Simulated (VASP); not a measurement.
# Mg2Sn (Fm-3m) in VASP: further runs, part 3 of 3

VASP 6.6.1.

## 5. Electric field gradients, LDA (25.22 Å³/atom)

This run uses another cell than the first one, of 25.22 Å³/atom.

INCAR reads:

```
SYSTEM = Mg2Sn
PREC = Accurate
ENCUT = 520
EDIFF = 1E-8
ISMEAR = -1
SIGMA = 0.08
LREAL = .False.
LASPH = .True.
NELM = 120
ALGO = Normal
ISIF = 2
LWAVE = .False.
LCHARG = .False.
GGA = CA
LEFG = .True.
NBANDS = 16
GGA_COMPAT = .False.
```

KPOINTS reads:

```
Automatic mesh
0
Gamma
  11 11 11
  0 0 0
```

POSCAR reads:

```
Mg2Sn
1.0
    0.0000000000      3.3568181085      3.3568181085
    3.3568181085      0.0000000000      3.3568181085
    3.3568181085      3.3568181085      0.0000000000
Mg Sn
2 1
Direct
    0.2500000000      0.2500000000      0.2500000000
    0.7500000000      0.7500000000      0.7500000000
    0.0000000000      0.0000000000      0.0000000000
```

Potentials or basis: VASP PAW LDA potentials, release 64 (Mg, Sn_d).

The run is started by

```console
> cat potpaw_LDA.64/Mg/POTCAR potpaw_LDA.64/Sn_d/POTCAR > POTCAR
> mpirun -np 1 vasp_std > vasp.out
```

OUTCAR:

```text
SYSTEM = Mg2Sn
   PREC = Accurate
   ENCUT = 520
   EDIFF = 1E-8
   ISMEAR = -1
   LREAL = .False.
   LASPH = .True.
   NELM = 120
   ISIF = 2
   GGA = CA

 ion  position               nearest neighbor table
   1  0.250  0.250  0.250-   3 2.91   3 2.91   3 2.91   3 2.91   2 3.36   2 3.36   2 3.36   2 3.36
                             2 3.36   2 3.36
   2  0.750  0.750  0.750-   3 2.91   3 2.91   3 2.91   3 2.91   1 3.36   1 3.36   1 3.36   1 3.36
                             1 3.36   1 3.36
   3  0.000  0.000  0.000-   2 2.91   2 2.91   2 2.91   1 2.91   2 2.91   1 2.91   1 2.91   1 2.91

  LATTYP: Found a face centered cubic cell.
 ALAT       =     6.7136362170

  Lattice vectors:

 A1 = (   0.0000000000,   3.3568181085,   3.3568181085)
 A2 = (   3.3568181085,   0.0000000000,   3.3568181085)
 A3 = (   3.3568181085,   3.3568181085,   0.0000000000)

Analysis of symmetry for initial positions (statically):
=====================================================================
 Subroutine PRICEL returns:
 Original cell was already a primitive cell.

 Routine SETGRP: Setting up the symmetry group for a
 face centered cubic supercell.

 Subroutine GETGRP returns: Found 48 space group operations
 (whereof 48 operations were pure point group operations)
 out of a pool of 48 trial point group operations.

The static configuration has the point symmetry O_h .

Analysis of symmetry for dynamics (positions and initial velocities):
=====================================================================
 Subroutine PRICEL returns:
 Original cell was already a primitive cell.

 Routine SETGRP: Setting up the symmetry group for a
 face centered cubic supercell.

[... 614 lines left out ...]
     16      10.9540      0.00000

 [... further k-points ...]

------------------------ aborting loop because EDIFF is reached ----------------------------------------

  FORCE on cell =-STRESS in cart. coord.  units (eV):
  Direction    XX          YY          ZZ          XY          YZ          ZX
  --------------------------------------------------------------------------------------
  -------------------------------------------------------------------------------------
  Total       -0.5997641     -0.5997641     -0.5997641     -0.0000000     -0.0000000      0.0000000
  in kB      -12.7021610    -12.7021610    -12.7021610     -0.0000000     -0.0000000      0.0000000
  external PRESSURE =     -12.7021610 kB  Pullay stress =       0.0000000 kB

 VOLUME and BASIS-vectors are now :
 -----------------------------------------------------------------------------
  energy-cutoff  :      520.00
  volume of cell :       75.65
      direct lattice vectors                 reciprocal lattice vectors
     0.000000000  3.356818109  3.356818109    -0.148950579  0.148950579  0.148950579
     3.356818109  0.000000000  3.356818109     0.148950579 -0.148950579  0.148950579
     3.356818109  3.356818109  0.000000000     0.148950579  0.148950579 -0.148950579

 POSITION                                       TOTAL-FORCE (eV/Angst)
 -----------------------------------------------------------------------------------
      1.67841      1.67841      1.67841         0.000000      0.000000      0.000000
      5.03523      5.03523      5.03523        -0.000000     -0.000000     -0.000000
      0.00000      0.00000      0.00000         0.000000     -0.000000      0.000000
 -----------------------------------------------------------------------------------
    total drift:                               -0.000000      0.000000      0.000000

  FREE ENERGIE OF THE ION-ELECTRON SYSTEM (eV)
  ---------------------------------------------------
  free  energy   TOTEN  =        -8.9327007386 eV

  energy  without entropy=       -8.9260119362  energy(sigma->0) =       -8.92935634

 Electric field gradients (V/A^2)
---------------------------------------------------------------------
 ion       V_xx      V_yy      V_zz      V_xy      V_xz      V_yz
---------------------------------------------------------------------
   1      -0.000    -0.000    -0.000     0.000     0.000     0.000
   2      -0.000    -0.000    -0.000     0.000     0.000     0.000
   3      -0.000    -0.000     0.000     0.002     0.002     0.002
---------------------------------------------------------------------

 Electric field gradients after diagonalization (V/A^2)
 (convention: |V_zz| > |V_xx| > |V_yy|)
----------------------------------------------------------------------
 ion       V_xx      V_yy      V_zz     asymmetry (V_yy - V_xx)/ V_zz
----------------------------------------------------------------------
   1      -0.000    -0.000     0.000       0.000
   2      -0.000    -0.000     0.000       0.000
   3      -0.002    -0.002     0.005       0.000
----------------------------------------------------------------------

           NMR quadrupolar parameters

 Cq : quadrupolar parameter    Cq=e*Q*V_zz/h
 eta: asymmetry parameters     (V_yy - V_xx)/ V_zz
 Q  : nuclear electric quadrupole moment in mb (millibarn)
----------------------------------------------------------------------
 ion       Cq(MHz)       eta       Q (mb)
----------------------------------------------------------------------
   1       0.000       0.000       1.000
   2       0.000       0.000       1.000
   3       0.000       0.000       1.000
----------------------------------------------------------------------
```

OSZICAR:

```text
N       E                     dE             d eps       ncg     rms          rms(c)
DAV:   1     0.938994272177E+02    0.93899E+02   -0.83496E+03  1808   0.118E+03
DAV:   2    -0.133118242180E+01   -0.95231E+02   -0.92577E+02  1920   0.301E+02
DAV:   3    -0.909735261949E+01   -0.77662E+01   -0.77422E+01  2408   0.753E+01
DAV:   4    -0.930175594065E+01   -0.20440E+00   -0.20438E+00  2064   0.133E+01
DAV:   5    -0.931059034387E+01   -0.88344E-02   -0.88343E-02  2688   0.251E+00    0.340E+00
DAV:   6    -0.901429603581E+01    0.29629E+00   -0.25546E-01  2192   0.198E+00    0.181E+00
DAV:   7    -0.893391826524E+01    0.80378E-01   -0.20014E-01  2328   0.257E+00    0.440E-01
DAV:   8    -0.893287791460E+01    0.10404E-02   -0.16574E-02  2216   0.140E+00    0.198E-01
DAV:   9    -0.893276357524E+01    0.11434E-03   -0.14786E-03  2360   0.456E-01    0.447E-02
DAV:  10    -0.893270014460E+01    0.63431E-04   -0.26632E-04  2256   0.892E-02    0.180E-02
DAV:  11    -0.893270108393E+01   -0.93933E-06   -0.19511E-05  2112   0.337E-02    0.705E-03
DAV:  12    -0.893270070990E+01    0.37403E-06   -0.17660E-06  2368   0.134E-02    0.203E-03
DAV:  13    -0.893270073835E+01   -0.28453E-07   -0.15404E-07  2112   0.356E-03    0.130E-03
DAV:  14    -0.893270073858E+01   -0.22351E-09   -0.51964E-09  1408   0.859E-04
   1 F= -.89327007E+01 E0= -.89293563E+01  d E =-.668880E-02
```

Run time: 52 s. Hardware: 1 thread of Intel Xeon Platinum 8259CL at 2.50GHz (Skylake/Cascade Lake), shared host; peak memory 0.21 GiB.

Results:

```
Free energy                             : -8.9327 eV
Pressure                                : -1.3 GPa
Band gap on the k mesh                  : zero (bands 9 and 10 overlap by 0.13 eV)
Largest electric field gradient by atom : zero within the noise of the run
```

Levels at points of the mesh, in eV from the Fermi level:
```csv
k point,band 5,band 6,band 7,band 8,band 9,band 10,band 11,band 12,band 13,band 14
"(0.00, 0.00, 0.00)",-20.84,-9.20,0.03,0.03,0.03,1.45,2.23,2.23,2.23,4.04
```

Caveat: spin-orbit coupling is left out, which moves the levels of the heavy elements.

## 6. Electric field gradients, LDA (25.22 Å³/atom)

This run uses another cell than the first one, of 25.22 Å³/atom.

INCAR reads:

```
PREC = Accurate
ENCUT = 520
EDIFF = 1E-8
ISMEAR = -1
SIGMA = 0.08
LREAL = F
LASPH = T
NELM = 120
ALGO = Normal
ISIF = 2
LWAVE = F
LCHARG = F
GGA = CA
LEFG = T
NBANDS = 16
GGA_COMPAT = F
```

KPOINTS reads:

```
Automatic mesh
0
Gamma
  11 11 11
```

POSCAR is that of step 5.

Potentials or basis: VASP PAW LDA potentials, release 64 (Mg, Sn_d).

The run is started by

```console
> cat potpaw_LDA.64/Mg/POTCAR potpaw_LDA.64/Sn_d/POTCAR > POTCAR
> mpirun -np 1 vasp_std > vasp.out
```

OUTCAR:

```text
PREC = Accurate
   ENCUT = 520
   EDIFF = 1E-8
   ISMEAR = -1
   LREAL = F
   LASPH = T
   NELM = 120
   ISIF = 2
   GGA = CA

 ion  position               nearest neighbor table
   1  0.250  0.250  0.250-   3 2.91   3 2.91   3 2.91   3 2.91   2 3.36   2 3.36   2 3.36   2 3.36
                             2 3.36   2 3.36
   2  0.750  0.750  0.750-   3 2.91   3 2.91   3 2.91   3 2.91   1 3.36   1 3.36   1 3.36   1 3.36
                             1 3.36   1 3.36
   3  0.000  0.000  0.000-   2 2.91   2 2.91   2 2.91   1 2.91   2 2.91   1 2.91   1 2.91   1 2.91

  LATTYP: Found a face centered cubic cell.
 ALAT       =     6.7136362170

  Lattice vectors:

 A1 = (   0.0000000000,   3.3568181085,   3.3568181085)
 A2 = (   3.3568181085,   0.0000000000,   3.3568181085)
 A3 = (   3.3568181085,   3.3568181085,   0.0000000000)

Analysis of symmetry for initial positions (statically):
=====================================================================
 Subroutine PRICEL returns:
 Original cell was already a primitive cell.
[... 654 lines left out ...]

 POSITION                                       TOTAL-FORCE (eV/Angst)
 -----------------------------------------------------------------------------------
      1.67841      1.67841      1.67841         0.000000      0.000000      0.000000
      5.03523      5.03523      5.03523        -0.000000     -0.000000     -0.000000
      0.00000      0.00000      0.00000         0.000000     -0.000000      0.000000
 -----------------------------------------------------------------------------------
    total drift:                               -0.000000      0.000000      0.000000

  FREE ENERGIE OF THE ION-ELECTRON SYSTEM (eV)
  ---------------------------------------------------
  free  energy   TOTEN  =        -8.9327007386 eV

  energy  without entropy=       -8.9260119362  energy(sigma->0) =       -8.92935634

 Electric field gradients (V/A^2)
---------------------------------------------------------------------
 ion       V_xx      V_yy      V_zz      V_xy      V_xz      V_yz
---------------------------------------------------------------------
   1      -0.000    -0.000    -0.000     0.000     0.000     0.000
   2      -0.000    -0.000    -0.000     0.000     0.000     0.000
   3      -0.000    -0.000     0.000     0.002     0.002     0.002
---------------------------------------------------------------------

 Electric field gradients after diagonalization (V/A^2)
 (convention: |V_zz| > |V_xx| > |V_yy|)
----------------------------------------------------------------------
 ion       V_xx      V_yy      V_zz     asymmetry (V_yy - V_xx)/ V_zz
----------------------------------------------------------------------
   1      -0.000    -0.000     0.000       0.000
   2      -0.000    -0.000     0.000       0.000
   3      -0.002    -0.002     0.005       0.000
----------------------------------------------------------------------

           NMR quadrupolar parameters

 Cq : quadrupolar parameter    Cq=e*Q*V_zz/h
 eta: asymmetry parameters     (V_yy - V_xx)/ V_zz
 Q  : nuclear electric quadrupole moment in mb (millibarn)
----------------------------------------------------------------------
 ion       Cq(MHz)       eta       Q (mb)
----------------------------------------------------------------------
   1       0.000       0.000       1.000
   2       0.000       0.000       1.000
   3       0.000       0.000       1.000
----------------------------------------------------------------------
```

Run time: 62 s. Hardware: 1 thread of Intel Xeon Platinum 8259CL at 2.50GHz (Skylake/Cascade Lake), shared host; peak memory 0.22 GiB.

What came out:

- Free energy: -8.9327 eV
- Pressure: -1.3 GPa
- Band gap on the k mesh: zero (bands 9 and 10 overlap by 0.13 eV)
- Largest electric field gradient by atom: zero within the noise of the run

Levels at points of the mesh, in eV from the Fermi level:
| k point | band 7 | band 8 | band 9 | band 10 | band 11 | band 12 |
| --- | --- | --- | --- | --- | --- | --- |
| (0.00, 0.00, 0.00) | 0.03 | 0.03 | 0.03 | 1.45 | 2.23 | 2.23 |

Caveat: spin-orbit coupling is left out, which moves the levels of the heavy elements.

## 7. Overview

```tsv
cell	gap on the mesh (eV)	pressure (GPa)
a = 4.873 Å, angles 60.0°, 3 atoms	none	-4.0
a = 4.682 Å, angles 60.0°, 3 atoms	none	0.7
a = 4.747 Å, angles 60.0°, 3 atoms	none	-1.3
```

Alike in all rows: task electric field gradients; level LDA; potentials or basis VASP PAW LDA potentials, release 64 (Mg, Sn_d); no spin polarisation; k mesh 11 × 11 × 11; cutoff (eV) 520; smearing fermi-dirac 0.08 eV.

Caveats: spin-orbit coupling is left out, which moves the levels of the heavy elements; the cell stands under tension (at least some runs).

Absolute energies hang on the potentials; compare differences alone.
